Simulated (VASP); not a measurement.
# Au (P6/mmm) in VASP: settings compared

The runs below take Au through relaxation of shape and atoms at fixed volume, single point, with PBE, PBE+D3(BJ).

Program: VASP 6.6.1. These are calculated values, not measurements. Logs are shortened: lines on timing, memory, paths and dates and some standing lists are left out, and cuts for length are marked.

## (1) The cell of the first run

The structure is hexagonal, space group P6/mmm (No. 191). Conventional cell: a = 2.706 Å, b = 2.706 Å, c = 2.686 Å, α = 90.00°, β = 90.00°, γ = 120.00°. Au (site symmetry 6/mmm) has 8 Au at 2.69 to 2.71 Å within 3.5 Å.

This isn't the form of Au at room conditions, which is fcc.

## (2) Relaxation of shape and atoms at fixed volume, PBE

INCAR reads:

```
PREC = Accurate ; ENCUT = 600
EDIFF = 1E-6 ; ISMEAR = -1
SIGMA = 0.08 ; LREAL = False
LASPH = True ; NELM = 80
ALGO = Normal ; ISIF = 4
LWAVE = False ; LCHARG = False
GGA = PE ; IBRION = 2
NSW = 50 ; EDIFFG = -0.005
```

KPOINTS reads:

```
Automatic mesh
0
Gamma
  15 15 14
```

POSCAR reads:

```
Au
1.0
    2.7055058342      0.0000000000      0.0000000000
   -1.3527529171      2.3430367826      0.0000000000
    0.0000000000      0.0000000000      2.6855390143
Au
1
Direct
    0.0000000000      0.0000000000      0.0000000000
```

Potentials or basis: VASP PAW PBE potentials, release 64 (Au).

The run is started by

```console
$ cat potpaw_PBE.64/Au/POTCAR > POTCAR
$ mpirun -np 1 vasp_std > vasp.out
```

OUTCAR:

```text
PREC = Accurate
   ENCUT = 600
   EDIFF = 1E-6
   ISMEAR = -1
   LREAL = False
   LASPH = True
   NELM = 80
   ISIF = 4
   GGA = PE
   IBRION = 2
   NSW = 50
   EDIFFG = -0.005

 ion  position               nearest neighbor table
   1  0.000  0.000  0.000-

  LATTYP: Found a hexagonal cell.
 ALAT       =     2.7055058342
 C/A-ratio  =     0.9926199309

  Lattice vectors:

 A1 = (   2.7055058342,   0.0000000000,   0.0000000000)
 A2 = (  -1.3527529171,   2.3430367826,   0.0000000000)
 A3 = (   0.0000000000,   0.0000000000,   2.6855390143)

Analysis of symmetry for initial positions (statically):
=====================================================================
 Subroutine PRICEL returns:
 Original cell was already a primitive cell.

 Routine SETGRP: Setting up the symmetry group for a
 hexagonal supercell.

 Subroutine GETGRP returns: Found 24 space group operations
 (whereof 24 operations were pure point group operations)
 out of a pool of 24 trial point group operations.

The static configuration has the point symmetry D_6h.

Analysis of symmetry for dynamics (positions and initial velocities):
=====================================================================
 Subroutine PRICEL returns:
 Original cell was already a primitive cell.

 Routine SETGRP: Setting up the symmetry group for a
 hexagonal supercell.

 Subroutine GETGRP returns: Found 24 space group operations
 (whereof 24 operations were pure point group operations)
 out of a pool of 24 trial point group operations.

The dynamic configuration has the point symmetry D_6h.

 Subroutine INISYM returns: Found 24 space group operations
 (whereof 24 operations are pure point group operations),
 and found     1 'primitive' translations

----------------------------------------------------------------------------------------

                                     Primitive cell

  volume of cell :      17.0239

  direct lattice vectors                    reciprocal lattice vectors
     2.705505834  0.000000000  0.000000000     0.369616649  0.213398272  0.000000000
    -1.352752917  2.343036783  0.000000000     0.000000000  0.426796543  0.000000000
     0.000000000  0.000000000  2.685539014     0.000000000  0.000000000  0.372364726

[... 93 lines left out ...]
   NUPDOWN=      -1.0000    fix difference up-down
   EMIN   =  10.00;   EMAX   =-10.00  energy-range for DOS
   EFERMI =   0.00;   METHOD = LEGACY
   ISMEAR =    -1;   SIGMA  =   0.08  broadening in eV -4-tet -1-fermi 0-gaus
   EFERMI_NEDOS =   21; number of points for ismear=-14 and -15
   IALGO  =     38    algorithm
   IMIX   =      4    mixing-type and parameters
     AMIX     =   0.40;   BMIX     =  1.00
     AMIX_MAG =   1.60;   BMIX_MAG =  1.00
  volume/ion in A,a.u.               =      17.02       114.88
  Fermi-wavevector in a.u.,A,eV,Ry     =   1.415314  2.674555 27.254005  2.003113
  Thomas-Fermi vector in A             =   2.536765
   LORBIT       =      0    0 simple, 1 ext, 2 COOP (PROOUT), +10 PAW based schemes
   GGA     = PE    functional components
   LHFCALC =     F    Hartree Fock is set to
   AEXX    =    0.0000 exact exchange contribution
   IVDW    =     0    specifies the selected vdW correction
   LEPSILON=     F    determine dielectric tensor
   LRPA    =     F    only Hartree local field effects (RPA)
 conjugate gradient relaxation of ions
 non-spin polarized calculation
  energy-cutoff  :      600.00
  volume of cell :       17.02
 maximum number of plane-waves:       593
 NGX is ok and might be reduce to    24
   NGX = 11   NGY = 11   NGZ = 11

--------------------------------------- Ionic step        1  -------------------------------------------

 number of electron      10.9999998 magnetization

 Free energy of the ion-electron system (eV)
  ---------------------------------------------------
  ext. energy  EPLUGINS =         0.00000000
  ---------------------------------------------------
  free energy    TOTEN  =        -3.00668379 eV

  energy without entropy =       -2.99933392  energy(sigma->0) =       -3.00300886

------------------------ aborting loop because EDIFF is reached ----------------------------------------

  FORCE on cell =-STRESS in cart. coord.  units (eV):
  Direction    XX          YY          ZZ          XY          YZ          ZX
  --------------------------------------------------------------------------------------
  -------------------------------------------------------------------------------------
  Total        2.5533751      2.5533751      2.0433001      0.0000000     -0.0000000     -0.0000000
  in kB      240.3068492    240.3068493    192.3019558      0.0000000     -0.0000000     -0.0000000
  external PRESSURE =     224.3052181 kB  Pullay stress =       0.0000000 kB
[... 57 lines left out ...]
--------------------------------------- Ionic step        3  -------------------------------------------

 number of electron      10.9999999 magnetization

 Free energy of the ion-electron system (eV)
  ---------------------------------------------------
  ext. energy  EPLUGINS =         0.00000000
  ---------------------------------------------------
  free energy    TOTEN  =        -3.00873657 eV

  energy without entropy =       -3.00137825  energy(sigma->0) =       -3.00505741

 E-fermi :   9.4135     XC(G=0): -12.6469

 val. band max:        9.3785615959   @ k =   0.4000   0.0667   0.1429
 cond. band min:       9.4312162760   @ k =   0.2000   0.0667   0.4286
 fundamental gap:      0.0526546800
 Fermi energy:         9.4134704441

 k-point     1 :       0.0000    0.0000    0.0000
  band No.  band energies     occupation
      1      -0.4039      2.00000
      2       2.4016      2.00000
      3       4.6222      2.00000
      4       4.6222      2.00000
      5       7.6529      2.00000
      6       7.6529      2.00000
      7      22.5740      0.00000
      8      24.5839      0.00000
      9      29.3733      0.00000
[... 265 lines left out ...]
 k-point    24 :       0.4000    0.2000    0.0000
  band No.  band energies     occupation
      1       2.9643      2.00000
      2       3.3148      2.00000
      3       5.5373      2.00000
      4       5.8460      2.00000
      5       6.7243      2.00000
      6      11.9277      0.00000
      7      12.6481      0.00000
      8      17.8903      0.00000
      9      27.6982      0.00000

 [... further k-points ...]

------------------------ aborting loop because EDIFF is reached ----------------------------------------

  FORCE on cell =-STRESS in cart. coord.  units (eV):
  Direction    XX          YY          ZZ          XY          YZ          ZX
  --------------------------------------------------------------------------------------
  -------------------------------------------------------------------------------------
  Total        2.3530130      2.3530130      2.3511640      0.0000000     -0.0000000      0.0000000
  in kB      221.4500936    221.4500937    221.2760723      0.0000000     -0.0000000      0.0000000
  external PRESSURE =     221.3920865 kB  Pullay stress =       0.0000000 kB
[... 16 lines left out ...]
  FREE ENERGIE OF THE ION-ELECTRON SYSTEM (eV)
  ---------------------------------------------------
  free  energy   TOTEN  =        -3.0087365750 eV

  energy  without entropy=       -3.0013782533  energy(sigma->0) =       -3.00505741

 reached required accuracy - stopping structural energy minimisation
```

Run time: 2.1 min. Hardware: 1 thread of AMD EPYC 7R13, shared host; peak memory 0.15 GiB.

What came out:

```yaml
Free_energy: -3.0087 eV
Energy_gained_by_relaxing: 2.1 meV/atom
Ionic_steps: 3
Pressure_after_relaxing: 22.1 GPa
Band_gap_on_the_k_mesh: zero (an odd number of electrons rules out a gap without spin polarisation)
```

The path:
| step | energy change (eV) | largest force (eV/Å) | pressure (GPa) | volume (Å³) |
| --- | --- | --- | --- | --- |
| 1 | 0.0000 | 0.0000 | 22.43 | 17.02 |
| 2 | 0.0003 | 0.0000 | 22.03 | 17.02 |
| 3 | -0.0021 | 0.0000 | 22.14 | 17.02 |

Final structure:
```cif
data_structure
_symmetry_space_group_name_H-M 'P 1'
_symmetry_Int_Tables_number 1
_cell_length_a 2.7163
_cell_length_b 2.7163
_cell_length_c 2.6642
_cell_angle_alpha 90.000
_cell_angle_beta 90.000
_cell_angle_gamma 120.000
_cell_volume 17.02
loop_
_atom_site_label
_atom_site_type_symbol
_atom_site_fract_x
_atom_site_fract_y
_atom_site_fract_z
_atom_site_occupancy
Au1 Au 0.00000 0.00000 0.00000 1
```

Levels at points of the mesh, in eV from the Fermi level:
| k point | band 2 | band 3 | band 4 | band 5 | band 6 | band 7 | band 8 | band 9 |
| --- | --- | --- | --- | --- | --- | --- | --- | --- |
| (0.00, 0.00, 0.00) | -7.01 | -4.79 | -4.79 | -1.76 | -1.76 | 13.16 | 15.17 | 19.96 |
| (0.00, 0.00, 0.50) | -4.46 | -4.46 | -3.28 | -3.28 | -1.84 | 1.94 | 17.75 | 20.69 |

Caveat: spin-orbit coupling is left out, which moves the levels of the heavy elements.

## (3) Single point, PBE+D3(BJ)

This run uses another cell than the first one, of 9.67 Å³/atom.

INCAR reads:

```
ALGO     = Normal         # electronic algorithm
EDIFF    = 1E-6           # SCF threshold, eV
ENCUT    = 500            # plane-wave cutoff, eV
GGA      = PE             # functional
GGA_COMPAT= F            
ISIF     = 2              # what is computed and relaxed
ISMEAR   = 0              # smearing method
IVDW     = 12             # dispersion correction
LASPH    = T              # aspherical terms in the spheres
LCHARG   = F              # write CHGCAR
LREAL    = F              # projectors in reciprocal space
LWAVE    = F              # write WAVECAR
NBANDS   = 12             # bands
NELM     = 120            # most SCF steps
PREC     = Accurate       # precision mode
SIGMA    = 0.005          # smearing width, eV
```

KPOINTS reads:

```
k-points
0
Gamma
  15 15 14
```

POSCAR reads:

```
Au
1.0
    2.2650554759      0.0000000000      0.0000000000
   -1.1325277379      1.9615955831      0.0000000000
    0.0000000000      0.0000000000      2.1769981565
Au
1
Direct
    0.0000000000      0.0000000000      0.0000000000
```

Potentials or basis: VASP PAW PBE potentials, release 64 (Au).

The run is started by

```console
$ cat potpaw_PBE.64/Au/POTCAR > POTCAR
$ mpirun -np 1 vasp_std > vasp.out
```

OUTCAR:

```text
EDIFF = 1E-6
   ENCUT = 500
   GGA = PE
   ISIF = 2
   ISMEAR = 0
   IVDW = 12
   LASPH = T
   LREAL = F
   NELM = 120
   PREC = Accurate
 IVDW          = 12

 ion  position               nearest neighbor table
   1  0.000  0.000  0.000-

  LATTYP: Found a hexagonal cell.
 ALAT       =     2.2650554759
 C/A-ratio  =     0.9611235485

  Lattice vectors:

 A1 = (   2.2650554759,   0.0000000000,   0.0000000000)
 A2 = (  -1.1325277379,   1.9615955831,   0.0000000000)
 A3 = (   0.0000000000,   0.0000000000,   2.1769981565)

Analysis of symmetry for initial positions (statically):
=====================================================================
 Subroutine PRICEL returns:
 Original cell was already a primitive cell.

 Routine SETGRP: Setting up the symmetry group for a
 hexagonal supercell.

 Subroutine GETGRP returns: Found 24 space group operations
 (whereof 24 operations were pure point group operations)
 out of a pool of 24 trial point group operations.

The static configuration has the point symmetry D_6h.

Analysis of symmetry for dynamics (positions and initial velocities):
=====================================================================
 Subroutine PRICEL returns:
 Original cell was already a primitive cell.

 Routine SETGRP: Setting up the symmetry group for a
 hexagonal supercell.

 Subroutine GETGRP returns: Found 24 space group operations
 (whereof 24 operations were pure point group operations)
 out of a pool of 24 trial point group operations.

The dynamic configuration has the point symmetry D_6h.

 Subroutine INISYM returns: Found 24 space group operations
 (whereof 24 operations are pure point group operations),
 and found     1 'primitive' translations

----------------------------------------------------------------------------------------

                                     Primitive cell

  volume of cell :       9.6727

[... 111 lines left out ...]
   GGA     = PE    functional components
   LHFCALC =     F    Hartree Fock is set to
   AEXX    =    0.0000 exact exchange contribution
   IVDW    =    12    specifies the selected vdW correction
   LEPSILON=     F    determine dielectric tensor
   LRPA    =     F    only Hartree local field effects (RPA)
 non-spin polarized calculation
 Gauss-broadening in eV      SIGMA  =   0.01
  energy-cutoff  :      500.00
  volume of cell :        9.67
 maximum number of plane-waves:       258
 NGX is ok and might be reduce to    18
   NGX =  9   NGY =  9   NGZ =  7

 number of electron      11.0000001 magnetization

 Free energy of the ion-electron system (eV)
  ---------------------------------------------------
  ext. energy  EPLUGINS =         0.00000000
  ---------------------------------------------------
  free energy    TOTEN  =         5.29503795 eV

  energy without entropy =        5.29504846  energy(sigma->0) =        5.29504321

 E-fermi :  22.9035     XC(G=0): -16.2667

 val. band max:       22.9027542780   @ k =   0.2667   0.2000   0.0000
 cond. band min:      22.9259066317   @ k =   0.4000  -0.0000   0.3571
 fundamental gap:      0.0231523537
 Fermi energy:        22.9034982547

 k-point     1 :       0.0000    0.0000    0.0000
  band No.  band energies     occupation
      1       5.1771      2.00000
      2       7.8984      2.00000
      3      12.9347      2.00000
      4      12.9347      2.00000
      5      20.8459      2.00000
      6      20.8459      2.00000
      7      34.5157      0.00000
      8      38.1444      0.00000
      9      46.6781      0.00000
     10      46.6781      0.00000
     11      50.2049      0.00000
     12      56.8766      0.00000
[... 331 lines left out ...]
 k-point    24 :       0.4000    0.2000    0.0000
  band No.  band energies     occupation
      1       9.5094      2.00000
      2      10.1960      2.00000
      3      14.8726      2.00000
      4      16.0198      2.00000
      5      18.2670      2.00000
      6      25.5459      0.00000
      7      28.7037      0.00000
      8      32.2603      0.00000
      9      42.2278      0.00000
     10      49.7196      0.00000
     11      50.4217      0.00000
     12      55.9286      0.00000

 [... further k-points ...]

------------------------ aborting loop because EDIFF is reached ----------------------------------------

 Edisp (eV)   -1.19454

 E8    (eV) :    -0.5402

  FORCE on cell =-STRESS in cart. coord.  units (eV):
  Direction    XX          YY          ZZ          XY          YZ          ZX
  --------------------------------------------------------------------------------------
  -------------------------------------------------------------------------------------
  Total      33.41741    33.41741    33.12135     0.00000    -0.00000     0.00000
  in kB    5535.24674  5535.24674  5486.20733     0.00000    -0.00000     0.00000
  external pressure =     5518.90 kB  Pullay stress =        0.00 kB

 VOLUME and BASIS-vectors are now :
 -----------------------------------------------------------------------------
  energy-cutoff  :      500.00
  volume of cell :        9.67
      direct lattice vectors                 reciprocal lattice vectors
     2.265055476  0.000000000  0.000000000     0.441490290  0.254894538  0.000000000
    -1.132527738  1.961595583  0.000000000     0.000000000  0.509789076  0.000000000
     0.000000000  0.000000000  2.176998156     0.000000000  0.000000000  0.459348115

 POSITION                                       TOTAL-FORCE (eV/Angst)
 -----------------------------------------------------------------------------------
      0.00000      0.00000      0.00000         0.000000      0.000000      0.000000
 -----------------------------------------------------------------------------------
    total drift:                               -0.000000      0.000000     -0.000000

  FREE ENERGIE OF THE ION-ELECTRON SYSTEM (eV)
  ---------------------------------------------------
  free  energy   TOTEN  =         4.1004998313 eV

  energy  without entropy=        4.1005103424  energy(sigma->0) =        4.10050509
```

stdout:

```text
POSCAR found type information on POSCAR Au
 POSCAR found :  1 types and       1 ions
 scaLAPACK will be used
 LDA part: xc-table for (Slater+PW92), standard interpolation
 POSCAR, INCAR and KPOINTS ok, starting setup
 FFT: planning ... GRIDC
 FFT: planning ... GRID_SOFT
 FFT: planning ... GRID
 WAVECAR not read
 entering main loop
```

It took 17 s on 1 thread of AMD EPYC 7R43 (Zen 3), shared host; peak memory 0.11 GiB.

Results:

```yaml
Free_energy: 4.1005 eV
Pressure: 551.9 GPa
Band_gap_on_the_k_mesh: zero (an odd number of electrons rules out a gap without spin polarisation)
Dispersion_energy_per_atom: -1.195 eV
```

Stress tensor (GPa, compression positive):
```
553.52   0.00   0.00
  0.00 553.52   0.00
  0.00   0.00 548.62
```

Levels at points of the mesh, in eV from the Fermi level:
| k point | band 2 | band 3 | band 4 | band 5 | band 6 | band 7 | band 8 | band 9 | band 10 | band 11 |
| --- | --- | --- | --- | --- | --- | --- | --- | --- | --- | --- |
| (0.00, 0.00, 0.00) | -15.01 | -9.97 | -9.97 | -2.06 | -2.06 | 11.61 | 15.24 | 23.77 | 23.77 | 27.30 |
| (0.00, 0.00, 0.50) | -8.96 | -8.96 | -6.68 | -6.68 | -6.08 | 6.27 | 15.41 | 20.66 | 20.66 | 22.10 |

Caveat: three body term missing; the cell stands under pressure; the dispersion term is far too large for a dense solid, which distorts pressure and volume; spin-orbit coupling is left out, which moves the levels of the heavy elements.

[end of part 1 of 2]

The gap in the log of VASP goes by the Fermi energy; the results here count the filled bands.